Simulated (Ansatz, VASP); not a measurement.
Two plane-wave programs on F

```
CELL_PARAMETERS angstrom
2.86971 -1.66417 0.02150
2.86971 1.66417 0.02150
-1.54719 0.00000 7.19573
ATOMIC_POSITIONS crystal
F 0.03848 0.03848 0.09576
F 0.96152 0.96152 0.90424
F 0.49742 0.49742 0.60361
F 0.50258 0.50258 0.39639
```

Alike in both runs: task single point; functional PBE; k mesh 10 × 10 × 4; occupations gaussian, width 0.02 eV; no spin polarisation.

|  | VASP | Ansatz |
| --- | --- | --- |
| version | VASP 6.6.1 | Ansatz 0.2.0 |
| potentials or method | VASP PAW PBE potentials, release 64 (F), cutoff 520 eV | scalar-relativistic, plane waves, PAW |
| valence electrons in the cell | 28 | 28 |

|  | VASP | Ansatz | Ansatz less VASP |
| --- | --- | --- | --- |
| gap on the k mesh at the Fermi level (eV) | 1.71 | 1.75 | +0.038 |
| least direct gap on the mesh (eV) | 1.71 | 1.75 | +0.038 |
| pressure (GPa) | -1.6 | -1.8 | -0.18 |
| traceless stress, the component that is largest in VASP (GPa) | -2.61 | -3.97 | -1.359 |
| rms of the force components (eV/Å) | 1.171 | 1.167 | -0.0037 |

Atom by atom the forces differ by 0.190 eV/Å (rms over components).
